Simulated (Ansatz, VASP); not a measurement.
**Two plane-wave programs on Ga**

The input INCAR:

```
SYSTEM = Ga
  ALGO = Normal
  EDIFF = 1E-7
  ENCUT = 520
  GGA = PE
  ISIF = 2
  ISMEAR = 0
  LASPH = .TRUE.
  LCHARG = .TRUE.
  LELF = .TRUE.
  LREAL = .FALSE.
  LVHAR = .TRUE.
  LWAVE = .FALSE.
  NBANDS = 20
  NELM = 60
  PREC = Accurate
  SIGMA = 0.1
```

File KPOINTS:

```
k-points
0
G
  6 6 4
  0 0 0
```

The input POSCAR:

```
Ga
1.0
    1.7111015063     -2.1726539822      0.0000000000
    1.7111015063      2.1726539822      0.0000000000
   -1.4396725562      0.0000000000      5.1536565889
Ga
2
Direct
    0.8678463003      0.1321536997      0.7500000000
    0.1321536997      0.8678463003      0.2500000000
```

Input for Ansatz:

```yaml
crystal:
  lattice:
    - [1.7111015063, -2.1726539822, 0.0]
    - [1.7111015063, 2.1726539822, 0.0]
    - [-1.4396725562, 0.0, 5.1536565889]
  atoms:
    - { symbol: Ga, position: [0.8678463003, 0.1321536997, 0.75] }
    - { symbol: Ga, position: [0.1321536997, 0.8678463003, 0.25] }
basis:
  ecutwfc: 420
kpoints:
  mp_grid: { grid: [6, 6, 4] }
hamiltonian:
  xc: pbe
scf:
  occupations: { method: gaussian, width: 0.1 }
  lower_state_search: "off"
output:
  forces: true
  stress: true
  eigenvalues: true
```

Change from the starting cell: the structure that the rattled cell fell into.

Alike in both runs: task single point; functional PBE; k mesh 6 × 6 × 4; occupations gaussian, width 0.1 eV; no spin polarisation.

|  | VASP | Ansatz |
| --- | --- | --- |
| version | VASP 6.6.1 | Ansatz 0.2.0 |
| potentials or method | VASP PAW PBE potentials, release 64 (Ga_d), cutoff 520 eV | scalar-relativistic, plane waves, PAW |
| valence electrons in the cell | 26 | 26 |

Ansatz gave:

```
gap on the k mesh at the Fermi level (eV)                     : none
pressure (GPa)                                                : -0.5
traceless stress, the component that is largest in VASP (GPa) : 3.08
rms of the force components (eV/Å)                            : 0.008
```

Estimate VASP's values.

gap on the k mesh at the Fermi level (eV): none; pressure (GPa): -0.4; traceless stress, the component that is largest in VASP (GPa): 3.11; rms of the force components (eV/Å): 0.007.

Atom by atom the forces differ by 0.000 eV/Å (rms over components). A gap of «none» marks a metal or a gap that the smearing closes. With one functional, cell and mesh, what is left measures potentials, basis and numerics.

The k mesh is coarse, so the values compare programs but aren't converged.
